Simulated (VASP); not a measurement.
**Hg: single point with LDA**

Crystal: Hg.

```
Hg
1.0
     1.69540    0.97884    2.23400
    -1.69540    0.97884    2.23400
     0.00000   -1.95768    2.23400
Hg
1
Direct
  0.00000 0.00000 0.00000
```

This cell differs from its parent crystal: equal xx and yy strain of -2 %.

- Program: VASP 6.6.1
- Task: single point
- Functional: LDA
- Potentials or basis: VASP PAW LDA potentials, release 64 (Hg)
- Cutoff: 520 eV
- k mesh: 12 × 12 × 12
- Occupations: fermi-dirac, width 0.03 eV
- Spin: no spin polarisation
- Dipole correction: no
- Further INCAR settings: ALGO = Normal; EDIFF = 1e-06; NBANDS = 12

The pressure is 0.7 GPa and the band gap on the k mesh is zero (bands 6 and 7 overlap by 3.33 eV).

Stress tensor (GPa, compression positive):
```
0.82 0.00 0.00
0.00 0.82 0.00
0.00 0.00 0.53
```

Levels at points of the mesh, in eV from the Fermi level:
| k point | band 3 | band 4 | band 5 | band 6 | band 7 | band 8 | band 9 | band 10 |
| --- | --- | --- | --- | --- | --- | --- | --- | --- |
| (0.00, 0.00, 0.00) | -7.85 | -6.55 | -6.32 | -6.32 | 12.48 | 13.11 | 13.11 | 17.87 |
| (0.50, 0.00, 0.00) | -6.56 | -6.31 | -5.90 | -2.24 | -2.04 | 12.57 | 12.92 | 17.14 |
| (0.50, 0.50, 0.00) | -6.16 | -5.95 | -5.45 | -0.33 | 0.97 | 4.94 | 9.86 | 10.61 |
| (0.50, 0.50, 0.50) | -7.45 | -5.56 | -5.56 | -0.51 | 1.23 | 9.88 | 9.88 | 11.25 |

It took 28 s on 1 thread of Intel Xeon 8259CL, on a shared host, peak memory 0.16 GiB.

Caveat: the cell differs from its parent crystal (equal xx and yy strain of -2 %); spin-orbit coupling is left out, which moves the levels of the heavy elements.
